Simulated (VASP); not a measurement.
# La in VASP: single point with r2SCAN

Aim: the single point of La with r2SCAN.

All numbers are computed with VASP 6.6.1; they aren't measurements. Logs are shortened: lines on timing, memory, paths and dates and some standing lists are left out, and cuts for length are marked.

### 1 The cell of the first run

The cell holds a slab with vacuum, 8 atoms: a = 3.783 Å, b = 3.783 Å, c = 36.068 Å, α = 90.00°, β = 90.00°, γ = 120.00°.

### 2 Single point, r2SCAN

The input, POSCAR:

```
La
1.0
    3.7825490763      0.0000000000      0.0000000000
   -1.8912745382      3.2757835912      0.0000000000
    0.0000000000      0.0000000000     36.0676348513
La
8
Direct
    0.3333333333      0.6666666667      0.2110648945
    0.0000000000      0.0000000000      0.2898916535
    0.6666666667      0.3333333333      0.3758978043
    0.0000000000      0.0000000000      0.4567102288
    0.3333333333      0.6666666667      0.5427271389
    0.0000000000      0.0000000000      0.6234290933
    0.6666666667      0.3333333333      0.7102053656
    0.0000000000      0.0000000000      0.7900738211
```

The input, INCAR.step1:

```
SYSTEM = La
PREC = Accurate
ENCUT = 520
ISMEAR = 0
SIGMA = 0.1
LREAL = .False.
LASPH = .True.
NELM = 80
LDIPOL = .True.
IDIPOL = 3
DIPOL = 0.5 0.5 0.500
NBANDS = 54
GGA = PE
ALGO = Normal
EDIFF = 1E-4
LWAVE = .True.
LCHARG = .False.
```

The input, INCAR.step2:

```
SYSTEM = La
PREC = Accurate
ENCUT = 520
EDIFF = 1E-6
ISMEAR = 0
SIGMA = 0.1
LREAL = .False.
LASPH = .True.
NELM = 80
ALGO = Normal
ISIF = 2
LWAVE = .False.
LCHARG = .True.
LDIPOL = .True.
IDIPOL = 3
DIPOL = 0.5 0.5 0.500
METAGGA = R2SCAN
LMIXTAU = .True.
LELF = .True.
LVHAR = .True.
LVACPOTAV = .True.
NBANDS = 54
ISTART = 1
```

The input, KPOINTS:

```
regular mesh
0
Gamma
  9 9 1
  0 0 0
```

Potentials or basis: VASP PAW PBE potentials, release 64 (La).

Launch:

```bash
$ cat potpaw_PBE.64/La/POTCAR > POTCAR
$ cp INCAR.step1 INCAR
$ mpirun -np 1 vasp_std > vasp.out
$ cp INCAR.step2 INCAR
$ mpirun -np 1 vasp_std > vasp.out
```

OUTCAR:

```text
SYSTEM = La
   PREC = Accurate
   ENCUT = 520
   EDIFF = 1E-6
   ISMEAR = 0
   LREAL = .False.
   LASPH = .True.
   NELM = 80
   ISIF = 2
   METAGGA = R2SCAN
   ISTART = 1

 ion  position               nearest neighbor table
   1  0.333  0.667  0.211-   2 3.59   2 3.59   2 3.59
   2  0.000  0.000  0.290-   1 3.59   1 3.59   1 3.59
   3  0.667  0.333  0.376-   4 3.64   4 3.64   4 3.64
   4  0.000  0.000  0.457-   3 3.64   3 3.64   3 3.64
   5  0.333  0.667  0.543-   6 3.64   6 3.64   6 3.64
   6  0.000  0.000  0.623-   5 3.64   5 3.64   5 3.64
   7  0.667  0.333  0.710-   8 3.61   8 3.61   8 3.61
   8  0.000  0.000  0.790-   7 3.61   7 3.61   7 3.61

  LATTYP: Found a hexagonal cell.
 ALAT       =     3.7825490763
 C/A-ratio  =     9.5352721468

  Lattice vectors:

 A1 = (   3.7825490763,   0.0000000000,   0.0000000000)
 A2 = (  -1.8912745382,   3.2757835912,   0.0000000000)
 A3 = (   0.0000000000,   0.0000000000,  36.0676348513)

Analysis of symmetry for initial positions (statically):
=====================================================================
 Subroutine PRICEL returns:
 Original cell was already a primitive cell.

 Routine SETGRP: Setting up the symmetry group for a
 hexagonal supercell.

 Subroutine GETGRP returns: Found  6 space group operations
 (whereof  6 operations were pure point group operations)
 out of a pool of 24 trial point group operations.

The static configuration has the point symmetry C_3v.

Analysis of symmetry for dynamics (positions and initial velocities):
=====================================================================
 Subroutine PRICEL returns:
 Original cell was already a primitive cell.

 Routine SETGRP: Setting up the symmetry group for a
 hexagonal supercell.

 Subroutine GETGRP returns: Found  6 space group operations
 (whereof  6 operations were pure point group operations)
 out of a pool of 24 trial point group operations.

The dynamic configuration has the point symmetry C_3v.

 Subroutine INISYM returns: Found  6 space group operations
 (whereof  6 operations are pure point group operations),
 and found     1 'primitive' translations

----------------------------------------------------------------------------------------

                                     Primitive cell

  volume of cell :     446.9073

  direct lattice vectors                    reciprocal lattice vectors
     3.782549076  0.000000000  0.000000000     0.264371983  0.152635236  0.000000000
    -1.891274538  3.275783591  0.000000000     0.000000000  0.305270471  0.000000000
     0.000000000  0.000000000 36.067634851     0.000000000  0.000000000  0.027725688

  length of vectors
     3.782549076  3.782549076 36.067634851     0.305270471  0.305270471  0.027725688

  position of ions in fractional coordinates (direct lattice)
     0.333333333  0.666666667  0.211064894
     0.000000000  0.000000000  0.289891653
     0.666666667  0.333333333  0.375897804
     0.000000000  0.000000000  0.456710229
     0.333333333  0.666666667  0.542727139
     0.000000000  0.000000000  0.623429093
     0.666666667  0.333333333  0.710205366
     0.000000000  0.000000000  0.790073821

  ion indices of the primitive-cell ions
   primitive index   ion index
                 1           1
                 2           2
                 3           3
                 4           4
                 5           5
                 6           6
                 7           7
                 8           8

----------------------------------------------------------------------------------------

 KPOINTS: regular mesh

Automatic generation of k-mesh.
 Grid dimensions read from file:
 generate k-points for:    9    9    1

 Generating k-lattice:

  Cartesian coordinates                     Fractional coordinates (reciprocal lattice)
     0.029374665  0.016959471  0.000000000     0.111111111  0.000000000  0.000000000
     0.000000000  0.033918941  0.000000000     0.000000000  0.111111111  0.000000000
     0.000000000  0.000000000  0.027725688     0.000000000  0.000000000  1.000000000

  Length of vectors
     0.033918941  0.033918941  0.027725688

  Shift w.r.t. Gamma in fractional coordinates (k-lattice)
     0.000000000  0.000000000  0.000000000

 Subroutine IBZKPT returns following result:
 ===========================================

 Found     12 irreducible k-points:

 Following reciprocal coordinates:
            Coordinates               Weight
  0.000000  0.000000  0.000000      1.000000
  0.111111 -0.000000  0.000000      6.000000
  0.222222 -0.000000  0.000000      6.000000
  0.333333  0.000000  0.000000      6.000000
  0.444444 -0.000000  0.000000      6.000000
  0.111111  0.111111  0.000000      6.000000
  0.222222  0.111111  0.000000     12.000000
  0.333333  0.111111  0.000000     12.000000
  0.444444  0.111111  0.000000      6.000000
  0.222222  0.222222  0.000000      6.000000
  0.333333  0.222222  0.000000     12.000000
  0.333333  0.333333  0.000000      2.000000
   k-points           NKPTS =     12   k-points in BZ     NKDIM =     12   number of bands    NBANDS=     54
   number of dos      NEDOS =    301   number of ions     NIONS =      8
   total plane-waves  NPLWV = 211680
   dimension x,y,z NGX =    28 NGY =   28 NGZ =  270
   dimension x,y,z NGXF=    56 NGYF=   56 NGZF=  540
   ions per type =               8
   NGX,Y,Z   is equivalent  to a cutoff of  12.31, 12.31, 12.45 a.u.
   NGXF,Y,Z  is equivalent  to a cutoff of  24.61, 24.61, 24.89 a.u.
 SYSTEM =  La
   PREC   = accura    normal or accurate (medium, high low for compatibility)
   ISTART =      1    job   : 0-new  1-cont  2-samecut
   ICHARG =      0    charge: 1-file 2-atom 10-const
   ISPIN  =      1    spin polarized calculation?
   LNONCOLLINEAR =      F non collinear calculations
   LSORBIT =      F    spin-orbit coupling
   LASPH  =      T    aspherical Exc in radial PAW
   ENCUT  =  520.0 eV  38.22 Ry    6.18 a.u.   7.03  7.03 67.06*2*pi/ulx,y,z
   NELM   =     80;   NELMIN=  2; NELMDL=  0     # of ELM steps
   EDIFF  = 0.1E-05   stopping-criterion for ELM
   LREAL  =      F    real-space projection
[... 7 lines left out ...]
   TEBEG  =    0.0;   TEEND  =   0.0 temperature during run
   PSTRESS=    0.0 pullay stress
   NELECT =      88.0000    total number of electrons
   NUPDOWN=      -1.0000    fix difference up-down
   EMIN   =  10.00;   EMAX   =-10.00  energy-range for DOS
   EFERMI =   0.00;   METHOD = LEGACY
   ISMEAR =     0;   SIGMA  =   0.10  broadening in eV -4-tet -1-fermi 0-gaus
   EFERMI_NEDOS =   21; number of points for ismear=-14 and -15
   IALGO  =     38    algorithm
   IMIX   =      4    mixing-type and parameters
     AMIX     =   0.40;   BMIX     =  1.00
     AMIX_MAG =   1.60;   BMIX_MAG =  1.00
  volume/ion in A,a.u.               =      55.86       376.98
  Fermi-wavevector in a.u.,A,eV,Ry     =   0.952423  1.799819 12.341977  0.907110
  Thomas-Fermi vector in A             =   2.080985
   LORBIT       =      0    0 simple, 1 ext, 2 COOP (PROOUT), +10 PAW based schemes
   METAGGA = R2SCAN    functional components
   LHFCALC =     F    Hartree Fock is set to
   AEXX    =    0.0000 exact exchange contribution
   IVDW    =     0    specifies the selected vdW correction
   LEPSILON=     F    determine dielectric tensor
   LRPA    =     F    only Hartree local field effects (RPA)
 non-spin polarized calculation
 Gauss-broadening in eV      SIGMA  =   0.10
  energy-cutoff  :      520.00
  volume of cell :      446.91
 maximum number of plane-waves:     12087
   NGX = 15   NGY = 15   NGZ =135

 dipolmoment           0.000000      0.000000      0.000146 electrons x Angstroem

 number of electron      88.0000003 magnetization

 dipolmoment           0.000000      0.000000     -0.002396 electrons x Angstroem

 Free energy of the ion-electron system (eV)
  ---------------------------------------------------
  ext. energy  EPLUGINS =         0.00000000
  ---------------------------------------------------
  free energy    TOTEN  =      -236.75414428 eV

  energy without entropy =     -236.68850136  energy(sigma->0) =     -236.72132282

 E-fermi :   4.3023     XC(G=0):  -7.2823

 val. band max:        4.2807183346   @ k =   0.1111  -0.0000   0.0000
 cond. band min:       4.3171064170   @ k =   0.2222  -0.0000   0.0000
 fundamental gap:      0.0363880824
 Fermi energy:         4.3023246442

 k-point     1 :       0.0000    0.0000    0.0000
  band No.  band energies     occupation
      1     -30.0036      2.00000
      2     -29.9541      2.00000
      3     -29.7779      2.00000
      4     -29.7354      2.00000
      5     -29.6360      2.00000
      6     -29.5864      2.00000
[... 46 lines left out ...]
     53       5.7169      0.00000
     54       5.7240      0.00000

 k-point     2 :       0.1111   -0.0000    0.0000
  band No.  band energies     occupation
      1     -29.9876      2.00000
      2     -29.9380      2.00000
      3     -29.7584      2.00000
      4     -29.7175      2.00000
      5     -29.6226      2.00000
      6     -29.5745      2.00000
[... 46 lines left out ...]
     53       5.7445      0.00000
     54       5.7980      0.00000

 k-point     3 :       0.2222   -0.0000    0.0000
  band No.  band energies     occupation
      1     -29.9469      2.00000
      2     -29.8966      2.00000
      3     -29.7071      2.00000
      4     -29.6705      2.00000
      5     -29.5891      2.00000
      6     -29.5459      2.00000
[... 46 lines left out ...]
     53       5.4486      0.00000
     54       5.6498      0.00000
[... 400 lines left out ...]
 k-point    11 :       0.3333    0.2222    0.0000
  band No.  band energies     occupation
      1     -29.8551      2.00000
      2     -29.8035      2.00000
      3     -29.5773      2.00000
      4     -29.5465      2.00000
      5     -29.5228      2.00000
      6     -29.5077      2.00000
[... 46 lines left out ...]
     53       5.2924      0.00000
     54       5.3997      0.00000

 k-point    12 :       0.3333    0.3333    0.0000
  band No.  band energies     occupation
      1     -29.8469      2.00000
      2     -29.7951      2.00000
      3     -29.5631      2.00000
      4     -29.5224      2.00000
      5     -29.5196      2.00000
      6     -29.5173      2.00000
[... 46 lines left out ...]
     53       5.2328      0.00000
     54       5.2523      0.00000

------------------------ aborting loop because EDIFF is reached ----------------------------------------

  FORCE on cell =-STRESS in cart. coord.  units (eV):
  Direction    XX          YY          ZZ          XY          YZ          ZX
  --------------------------------------------------------------------------------------
  -------------------------------------------------------------------------------------
  Total       -0.9225154     -0.9225154      0.1563970      0.0000000      0.0000000      0.0000000
  in kB       -3.3072479     -3.3072479      0.5606883      0.0000000      0.0000000      0.0000000
  external PRESSURE =      -2.0179358 kB  Pullay stress =       0.0000000 kB

 VOLUME and BASIS-vectors are now :
 -----------------------------------------------------------------------------
  energy-cutoff  :      520.00
  volume of cell :      446.91
      direct lattice vectors                 reciprocal lattice vectors
     3.782549076  0.000000000  0.000000000     0.264371983  0.152635236  0.000000000
    -1.891274538  3.275783591  0.000000000     0.000000000  0.305270471  0.000000000
     0.000000000  0.000000000 36.067634851     0.000000000  0.000000000  0.027725688

 POSITION                                       TOTAL-FORCE (eV/Angst)
 -----------------------------------------------------------------------------------
     -0.00000      2.18386      7.61261         0.000000      0.000000     -0.007600
      0.00000      0.00000     10.45571        -0.000000      0.000000     -0.001617
      1.89127      1.09193     13.55774        -0.000000      0.000000      0.002474
      0.00000      0.00000     16.47246        -0.000000      0.000000     -0.003588
     -0.00000      2.18386     19.57488         0.000000     -0.000000      0.000568
      0.00000      0.00000     22.48561        -0.000000      0.000000      0.002425
      1.89127      1.09193     25.61543        -0.000000      0.000000      0.005041
      0.00000      0.00000     28.49609        -0.000000      0.000000      0.002297
 -----------------------------------------------------------------------------------
    total drift:                                0.000000      0.000000     -0.004459

  FREE ENERGIE OF THE ION-ELECTRON SYSTEM (eV)
  ---------------------------------------------------
  free  energy   TOTEN  =      -236.7541442817 eV

  energy  without entropy=     -236.6885013648  energy(sigma->0) =     -236.72132282

 vacuum level on the upper side and lower side of the slab         7.531         7.566
```

It took 85 min on 1 thread of Intel Xeon 6975P-C (Granite Rapids), shared host; peak memory 0.67 GiB.

What came out:

```
Free energy            : -236.7541 eV
Largest force          : 0.008 eV/Å
Band gap on the k mesh : zero (bands 44 and 45 overlap by 1.07 eV)
```

Forces on the atoms (eV/Å):
```
La   0.000  0.000 -0.008
La   0.000  0.000 -0.002
La   0.000  0.000  0.002
La   0.000  0.000 -0.004
La   0.000  0.000  0.001
La   0.000  0.000  0.002
La   0.000  0.000  0.005
La   0.000  0.000  0.002
```

Caveat: the PAW data sets were made with another functional, which shifts forces and pressure a little; spin-orbit coupling is left out, which moves the levels of the heavy elements.

The gap in the log of VASP goes by the Fermi energy; the results here count the filled bands.